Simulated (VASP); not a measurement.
# Pd (Pm-3m) in VASP: further runs

The runs below take Pd through single point, with r2SCAN.

Everything below comes from runs of VASP 6.6.1. Logs are shortened: lines on timing, memory, paths and dates and some standing lists are left out, and cuts for length are marked.

### Step 1. The cell of the first run

It takes space group Pm-3m (No. 221, cubic). The conventional cell has a = 2.588 Å, b = 2.588 Å, c = 2.588 Å, α = 90.00°, β = 90.00°, γ = 90.00°. Within 3.4 Å of Pd (site symmetry m-3m) lie 6 Pd at 2.59 Å.

This isn't the form of Pd at room conditions, which is fcc.

### Step 2. Single point, r2SCAN, collinear spin

POSCAR

```
Pd
1.0
    0.0000000000      2.5875069197      2.5875069197
    2.5875069197      0.0000000000      2.5875069197
    2.5875069197      2.5875069197      0.0000000000
Pd
2
Direct
    1.0000000000      0.0000000000      0.0000000000
    0.5000000000      0.5000000000      0.5000000000
```

INCAR.step1

```
SYSTEM = Pd
PREC = Accurate
ENCUT = 520
ISMEAR = -1
SIGMA = 0.05
LREAL = .False.
LASPH = .True.
NELM = 150
ISPIN = 2
MAGMOM = 0.5 -0.5
LMAXMIX = 4
NBANDS = 21
GGA = PE
ALGO = Normal
EDIFF = 1E-4
LWAVE = .True.
LCHARG = .False.
```

INCAR.step2

```
SYSTEM = Pd
PREC = Accurate
ENCUT = 520
EDIFF = 1E-7
ISMEAR = -1
SIGMA = 0.05
LREAL = .False.
LASPH = .True.
NELM = 150
ALGO = Normal
ISIF = 2
LWAVE = .False.
LCHARG = .False.
ISPIN = 2
MAGMOM = 0.5 -0.5
LORBIT = 11
LMAXMIX = 4
METAGGA = R2SCAN
LMIXTAU = .True.
NBANDS = 21
ISTART = 1
```

KPOINTS

```
Automatic mesh
0
Gamma
  11 11 11
  0 0 0
```

Potentials or basis: VASP PAW PBE potentials, release 64 (Pd).

Launch:

```sh
cat potpaw_PBE.64/Pd/POTCAR > POTCAR
cp INCAR.step1 INCAR
mpirun -np 1 vasp_std > vasp.out
cp INCAR.step2 INCAR
mpirun -np 1 vasp_std > vasp.out
```

OUTCAR:

```text
SYSTEM = Pd
   PREC = Accurate
   ENCUT = 520
   EDIFF = 1E-7
   ISMEAR = -1
   LREAL = .False.
   LASPH = .True.
   NELM = 150
   ISIF = 2
   ISPIN = 2
   LORBIT = 11
   METAGGA = R2SCAN
   ISTART = 1

 ion  position               nearest neighbor table
   1  0.000  0.000  0.000-   2 2.59   2 2.59   2 2.59   2 2.59   2 2.59   2 2.59
   2  0.500  0.500  0.500-   1 2.59   1 2.59   1 2.59   1 2.59   1 2.59   1 2.59

  LATTYP: Found a face centered cubic cell.
 ALAT       =     5.1750138394

  Lattice vectors:

 A1 = (   0.0000000000,   2.5875069197,   2.5875069197)
 A2 = (   2.5875069197,   0.0000000000,   2.5875069197)
 A3 = (   2.5875069197,   2.5875069197,   0.0000000000)

Analysis of symmetry for initial positions (statically):
=====================================================================
 Subroutine PRICEL returns following result:

  LATTYP: Found a simple cubic cell.
 ALAT       =     2.5875069197
[... 12 lines left out ...]
 Subroutine GETGRP returns: Found 48 space group operations
 (whereof 48 operations were pure point group operations)
 out of a pool of 48 trial point group operations.

The static configuration has the point symmetry O_h .

Analysis of symmetry for dynamics (positions and initial velocities):
=====================================================================
 Subroutine PRICEL returns following result:

  LATTYP: Found a simple cubic cell.
 ALAT       =     2.5875069197
[... 12 lines left out ...]
 Subroutine GETGRP returns: Found 48 space group operations
 (whereof 48 operations were pure point group operations)
 out of a pool of 48 trial point group operations.

The dynamic configuration has the point symmetry O_h .

Analysis of structural, dynamic, and magnetic symmetry:
=====================================================================
 Subroutine PRICEL returns following result:

  LATTYP: Found a simple cubic cell.
 ALAT       =     2.5875069197
[... 12 lines left out ...]
 Subroutine GETGRP returns: Found 48 space group operations
 (whereof 48 operations were pure point group operations)
 out of a pool of 48 trial point group operations.

The overall configuration has the point symmetry O_h .

 Subroutine INISYM returns: Found 48 space group operations
 (whereof 48 operations are pure point group operations),
 and found     2 'primitive' translations

----------------------------------------------------------------------------------------

                                     Primitive cell

  volume of cell :      17.3239

  direct lattice vectors                    reciprocal lattice vectors
    -2.587506920  0.000000000  0.000000000    -0.386472396  0.000000000  0.000000000
[... 109 lines left out ...]
   METAGGA = R2SCAN    functional components
   LHFCALC =     F    Hartree Fock is set to
   AEXX    =    0.0000 exact exchange contribution
   IVDW    =     0    specifies the selected vdW correction
   LEPSILON=     F    determine dielectric tensor
   LRPA    =     F    only Hartree local field effects (RPA)
 spin polarized calculation
  energy-cutoff  :      520.00
  volume of cell :       34.65
 maximum number of plane-waves:       950
   NGX = 13   NGY = 13   NGZ = 13

 number of electron      20.0000003 magnetization      -0.0000000

 number of electron      20.0000003 magnetization       0.0000000

 Free energy of the ion-electron system (eV)
  ---------------------------------------------------
  ext. energy  EPLUGINS =         0.00000000
  ---------------------------------------------------
  free energy    TOTEN  =       -44.92897265 eV

  energy without entropy =      -44.90614721  energy(sigma->0) =      -44.91755993

 E-fermi :   7.4290     XC(G=0): -12.7924

 val. band max:        7.4148283952   @ k =  -0.4545   0.4545   0.0909
 cond. band min:       7.4347077757   @ k =   0.3636   0.2727   0.0000
 fundamental gap:      0.0198793805
 Fermi energy:         7.4290174599

 spin component 1

 k-point     1 :       0.0000    0.0000    0.0000
  band No.  band energies     occupation
      1       1.3559      1.00000
      2       2.6631      1.00000
      3       2.6631      1.00000
      4       3.2989      1.00000
      5       3.2989      1.00000
      6       3.2989      1.00000
[... 565 lines left out ...]
     20      27.6172      0.00000
     21      29.7617      0.00000

 [... further k-points ...]

 spin component 2

 k-point     1 :       0.0000    0.0000    0.0000
  band No.  band energies     occupation
      1       1.3559      1.00000
      2       2.6631      1.00000
      3       2.6631      1.00000
      4       3.2989      1.00000
      5       3.2989      1.00000
      6       3.2989      1.00000
[... 565 lines left out ...]
     20      27.6172      0.00000
     21      29.7617      0.00000

 [... further k-points ...]

------------------------ aborting loop because EDIFF is reached ----------------------------------------

  FORCE on cell =-STRESS in cart. coord.  units (eV):
  Direction    XX          YY          ZZ          XY          YZ          ZX
  --------------------------------------------------------------------------------------
  -------------------------------------------------------------------------------------
  Total        0.0950093      0.0950093      0.0950093      0.0000000     -0.0000000      0.0000000
  in kB        4.3934140      4.3934140      4.3934140      0.0000000     -0.0000000      0.0000000
  external PRESSURE =       4.3934140 kB  Pullay stress =       0.0000000 kB

 VOLUME and BASIS-vectors are now :
 -----------------------------------------------------------------------------
  energy-cutoff  :      520.00
  volume of cell :       34.65
      direct lattice vectors                 reciprocal lattice vectors
     0.000000000  2.587506920  2.587506920    -0.193236198  0.193236198  0.193236198
     2.587506920  0.000000000  2.587506920     0.193236198 -0.193236198  0.193236198
     2.587506920  2.587506920  0.000000000     0.193236198  0.193236198 -0.193236198

 POSITION                                       TOTAL-FORCE (eV/Angst)
 -----------------------------------------------------------------------------------
      0.00000      0.00000      0.00000         0.000000     -0.000000     -0.000000
      2.58751      2.58751      2.58751        -0.000000      0.000000      0.000000
 -----------------------------------------------------------------------------------
    total drift:                                0.000000      0.000000      0.000000

  FREE ENERGIE OF THE ION-ELECTRON SYSTEM (eV)
  ---------------------------------------------------
  free  energy   TOTEN  =       -44.9289726541 eV

  energy  without entropy=      -44.9061472080  energy(sigma->0) =      -44.91755993

 total charge

# of ion       s       p       d       tot
------------------------------------------
    1        0.522   0.337   8.573   9.432
    2        0.522   0.337   8.573   9.432
--------------------------------------------------
tot          1.045   0.674  17.145  18.864

 magnetization (x)

# of ion       s       p       d       tot
------------------------------------------
    1        0.000  -0.000  -0.000   0.000
    2       -0.000   0.000   0.000  -0.000
--------------------------------------------------
tot          0.000   0.000   0.000   0.000
```

It took 3.4 min on 1 thread of Intel Xeon Platinum 8488C (Sapphire Rapids), shared host; peak memory 0.21 GiB.

What came out:

```
Free energy                                           : -44.9290 eV
Pressure                                              : 0.4 GPa
Band gap on the k mesh                                : zero (filled and empty bands overlap)
Net moment                                            : 0.00 μB per cell
Valence electrons inside the program's atomic spheres : Pd 9.43
```

Levels at points of the mesh, in eV from the Fermi level:
Spin up:
| k point | band 7 | band 8 | band 9 | band 10 | band 11 | band 12 | band 13 | band 14 |
| --- | --- | --- | --- | --- | --- | --- | --- | --- |
| (0.00, 0.00, 0.00) | -0.03 | -0.03 | -0.03 | 1.38 | 1.38 | 11.72 | 11.93 | 11.93 |
Spin down:
| k point | band 7 | band 8 | band 9 | band 10 | band 11 | band 12 | band 13 | band 14 |
| --- | --- | --- | --- | --- | --- | --- | --- | --- |
| (0.00, 0.00, 0.00) | -0.03 | -0.03 | -0.03 | 1.38 | 1.38 | 11.72 | 11.93 | 11.93 |

Caveat: the PAW data sets were made with another functional, which shifts forces and pressure a little.

### Step 3. Single point, r2SCAN, collinear spin (15.24 Å³/atom)

This run uses another cell than the first one, of 15.24 Å³/atom.

POSCAR

```
Pd
1.0
    0.0000000000      2.4795664071      2.4795664071
    2.4795664071      0.0000000000      2.4795664071
    2.4795664071      2.4795664071      0.0000000000
Pd
2
Direct
    1.0000000000      0.0000000000      0.0000000000
    0.5000000000      0.5000000000      0.5000000000
```

INCAR.step1

```
PREC     = Accurate       # precision mode
ENCUT    = 520            # plane-wave cutoff, eV
ISMEAR   = -1             # smearing method
SIGMA    = 0.05           # smearing width, eV
LREAL    = False          # projectors in reciprocal space
LASPH    = True           # aspherical terms in the spheres
NELM     = 150            # most SCF steps
ISPIN    = 2              # spin polarisation
MAGMOM   = 0.5 -0.5       # initial moments
LMAXMIX  = 4              # l up to which the mixer works
NBANDS   = 21             # bands
GGA      = PE             # functional
ALGO     = Normal         # electronic algorithm
EDIFF    = 1E-4           # SCF threshold, eV
LWAVE    = True           # write WAVECAR
LCHARG   = False          # write CHGCAR
```

INCAR.step2

```
PREC     = Accurate       # precision mode
ENCUT    = 520            # plane-wave cutoff, eV
EDIFF    = 1E-6           # SCF threshold, eV
ISMEAR   = -1             # smearing method
SIGMA    = 0.05           # smearing width, eV
LREAL    = False          # projectors in reciprocal space
LASPH    = True           # aspherical terms in the spheres
NELM     = 150            # most SCF steps
ALGO     = Normal         # electronic algorithm
ISIF     = 2              # what is computed and relaxed
LWAVE    = False          # write WAVECAR
LCHARG   = True           # write CHGCAR
ISPIN    = 2              # spin polarisation
MAGMOM   = 0.5 -0.5       # initial moments
LORBIT   = 11             # projections on sites
LMAXMIX  = 4              # l up to which the mixer works
METAGGA  = R2SCAN         # meta-GGA
LMIXTAU  = True         
LELF     = True           # ELF
LVHAR    = True         
NBANDS   = 21             # bands
ISTART   = 1
```

KPOINTS

```
Automatic mesh
0
Gamma
  12 12 12
```

Potentials or basis: VASP PAW PBE potentials, release 64 (Pd).

Launch:

```sh
cat potpaw_PBE.64/Pd/POTCAR > POTCAR
cp INCAR.step1 INCAR
mpirun -np 1 vasp_std > vasp.out
cp INCAR.step2 INCAR
mpirun -np 1 vasp_std > vasp.out
```

Wall time 3.5 min (1 thread of Intel Xeon Platinum 8488C (Sapphire Rapids), shared host); peak memory 0.22 GiB.

It converged, with:

| Quantity | Value |
| --- | --- |
| Free energy | -44.6281 eV |
| Pressure | 25.6 GPa |
| Band gap on the k mesh | zero (filled and empty bands overlap) |
| Net moment | 0.00 μB per cell |
| Valence electrons inside the program's atomic spheres | Pd 9.69 |

Levels at points of the mesh, in eV from the Fermi level:
Spin up:
```csv
k point,band 7,band 8,band 9,band 10,band 11,band 12,band 13,band 14
"(0.00, 0.00, 0.00)",0.00,0.00,0.00,1.73,1.73,11.54,13.04,13.04
"(0.50, 0.00, 0.00)",-2.13,-2.13,-2.13,-2.13,0.79,0.79,15.16,15.16
"(0.50, 0.50, 0.00)",-1.67,-1.67,0.20,0.22,1.60,6.10,6.22,6.22
```
Spin down:
| k point | band 6 | band 7 | band 8 | band 9 | band 10 | band 11 | band 12 | band 13 | band 14 | band 15 |
| --- | --- | --- | --- | --- | --- | --- | --- | --- | --- | --- |
| (0.00, 0.00, 0.00) | -5.07 | 0.00 | 0.00 | 0.00 | 1.73 | 1.73 | 11.54 | 13.04 | 13.04 | 13.04 |
| (0.50, 0.00, 0.00) | -3.19 | -2.13 | -2.13 | -2.13 | -2.13 | 0.79 | 0.79 | 15.16 | 15.16 | 15.16 |
| (0.50, 0.50, 0.00) | -2.05 | -1.67 | -1.67 | 0.20 | 0.22 | 1.60 | 6.10 | 6.22 | 6.22 | 14.02 |

Caveat: the cell stands under pressure; the PAW data sets were made with another functional, which shifts forces and pressure a little.

(Part 1 of 2 ends here.)

The gap in the log of VASP goes by the Fermi energy; the results here count the filled bands.